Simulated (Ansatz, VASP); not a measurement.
## MgO in VASP and in Ansatz

```
Mg O
1.0
     0.00000    2.10800    2.10800
     2.10800    0.00000    2.10800
     2.10800    2.10800    0.00000
Mg O
1 1
Direct
  0.00000 0.00000 0.00000
  0.50000 0.50000 0.50000
```

Alike in both runs: task single point; functional PBE; k mesh 9 × 9 × 9; occupations gaussian, width 0.05 eV; no spin polarisation.

|  | VASP | Ansatz |
| --- | --- | --- |
| version | VASP 6.6.1 | Ansatz 0.2.0 |
| potentials or method | VASP PAW PBE potentials, release 64 (Mg, O), cutoff 600 eV | PAW, plane waves, scalar-relativistic |
| valence electrons in the cell | 8 | 16 |

```csv
,VASP,Ansatz,Ansatz less VASP
pressure (GPa),3.2,4.2,+0.99
```

VASP's potentials hold 8 valence electrons a cell and Ansatz's 16, so a difference there can come from the potentials and not from the codes.
